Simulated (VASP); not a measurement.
A run of VASP 6.6.1 is set up as follows.

The input INCAR:

```
SYSTEM = W2C
ALGO = Normal ; EDIFF = 1E-6
ENCUT = 600 ; GGA = RE
GGA_COMPAT = .FALSE. ; ISIF = 2
ISMEAR = 0 ; LASPH = .TRUE.
LCHARG = .TRUE. ; LELF = .TRUE.
LREAL = .FALSE. ; LVHAR = .TRUE.
LWAVE = .FALSE. ; NBANDS = 23
NELM = 120 ; PREC = Accurate
SIGMA = 0.1
```

KPOINTS

```
k-points
0
G
  6 6 4
  0 0 0
```

POSCAR

```
W2C
1.0
    3.0649203476      0.0000000000      0.0000000000
   -1.5324601738      2.6542988816      0.0000000000
    0.0000000000      0.0000000000      4.6706175881
W C
2 1
Direct
    0.3333333333      0.6666666667      0.7463310000
    0.6666666667      0.3333333333      0.2536690000
    0.0000000000      0.0000000000      0.0000000000
```

Potentials or basis: VASP PAW PBE potentials, release 64 (W_sv, C).

The run is started by

```console
$ cat potpaw_PBE.64/W_sv/POTCAR potpaw_PBE.64/C/POTCAR > POTCAR
$ mpirun -np 1 vasp_std > vasp.out
```

Q: Estimate the pressure.

A: 3.3 GPa.

Q: What does it give for the band gap on the k mesh?

A: Zero (bands 16 and 17 overlap by 2.47 eV).

Q: Predict the largest force.

A: 0.026 eV/Å.

Stress tensor (GPa, compression positive):
```
3.81 0.00 0.00
0.00 3.81 0.00
0.00 0.00 2.29
```

Caveat: the k points lie up to 0.39 Å⁻¹ apart, too coarse for converged energies and pressures of a metal; the PAW data sets were made with another functional, which shifts forces and pressure a little; spin-orbit coupling is left out, which moves the levels of the heavy elements.
